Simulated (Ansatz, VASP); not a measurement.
One calculation of Ga3SbN2, two programs

```
CELL_PARAMETERS angstrom
6.05827 0.00000 0.00000
-3.02914 5.24662 0.00000
0.00000 0.00000 6.91566
ATOMIC_POSITIONS crystal
Ga 0.50000 0.00000 0.24194
Ga 0.00000 0.50000 0.24194
Ga 0.50000 0.50000 0.24194
Sb 0.00000 0.00000 0.37245
N 0.33333 0.66667 0.16133
N 0.66667 0.33333 0.16133
```

Alike in both runs: functional PBE; k mesh 3 × 3 × 4; occupations gaussian, width 0.1 eV; no spin polarisation.

Ansatz relaxed the structure, and its values are those at the end. VASP's run is a single point on that final structure, the one shown.

```csv
,VASP,Ansatz
version,VASP 6.6.1,Ansatz 0.2.0
potentials or method,"VASP PAW PBE potentials, release 64 (Ga_d, Sb, N), cutoff 520 eV","scalar-relativistic, plane waves, PAW"
valence electrons in the cell,54,64
```

```tsv
	VASP	Ansatz	Ansatz less VASP
gap on the k mesh at the Fermi level (eV)	0.61	0.61	+0.007
least direct gap on the mesh (eV)	0.89	0.89	+0.004
pressure (GPa)	0.1	0.1	+0.03
rms of the force components (eV/Å)	0.006	0.003	-0.0030
```

VASP's potentials hold 54 valence electrons a cell and Ansatz's 64, so a difference there can come from the potentials and not from the codes.

Spin-orbit coupling is off throughout.
